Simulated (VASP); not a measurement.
Write the native input for VASP 6.6.1 that does the following.

* Task: relaxation of shape and atoms at fixed volume
* Functional: PBEsol
* Dispersion: D3(BJ)
* Potentials or basis: VASP PAW PBE potentials, release 64 (W_sv, S)
* Cutoff: 600 eV
* k mesh: 12 × 12 × 4
* Occupations: gaussian, width 0.02 eV
* Spin: no spin polarisation
* Dipole correction: no
* Further INCAR settings: ALGO = Normal; EDIFF = 1e-06; IBRION = 2; EDIFFG = -0.01; NSW = 50; ISIF = 4

The structure of WS2 lies in POSCAR:

```
WS2
1.0
    3.0406067441      0.0000000000      0.0000000000
   -1.5203033721      2.6332426833      0.0000000000
    0.0000000000      0.0000000000     11.2411738967
W S
2 4
Direct
    0.3333333333      0.6666666667      0.2500000000
    0.6666666667      0.3333333333      0.7500000000
    0.3333333333      0.6666666667      0.6112196577
    0.6666666667      0.3333333333      0.1112196577
    0.3333333333      0.6666666667      0.8887803423
    0.6666666667      0.3333333333      0.3887803423
```

This cell differs from its parent crystal: volume scaled by 0.91.

One way to write it, as run:

INCAR

```
  PREC = Accurate
  ENCUT = 600
  EDIFF = 1E-6
  ISMEAR = 0
  SIGMA = 0.02
  LREAL = False
  LASPH = True
  NELM = 100
  ALGO = Normal
  ISIF = 4
  LWAVE = False
  LCHARG = False
  GGA = PS
  IVDW = 12
  IBRION = 2
  NSW = 50
  EDIFFG = -0.01
```

KPOINTS

```
Automatic mesh
0
Gamma
  12 12 4
```

Potentials or basis: VASP PAW PBE potentials, release 64 (W_sv, S).

Launch:

```console
$ cat potpaw_PBE.64/W_sv/POTCAR potpaw_PBE.64/S/POTCAR > POTCAR
$ mpirun -np 1 vasp_std > vasp.out
```

It gave:

| Property | Result |
| --- | --- |
| Energy gained by relaxing | 5.6 meV/atom |
| Ionic steps | 5 |
| Pressure after relaxing | 10.1 GPa |
| Band gap on the k mesh | 0.27 eV, indirect (least direct gap 1.55 eV) |
| Dispersion energy per atom | -0.460 eV |

Caveat: the PAW data sets were made with another functional, which shifts forces and pressure a little; spin-orbit coupling is left out, which moves the levels of the heavy elements.

It took 12 min on 1 thread of Oxide Virtual Turin-like Processor, with other jobs on the host, peak memory 0.3 GiB.
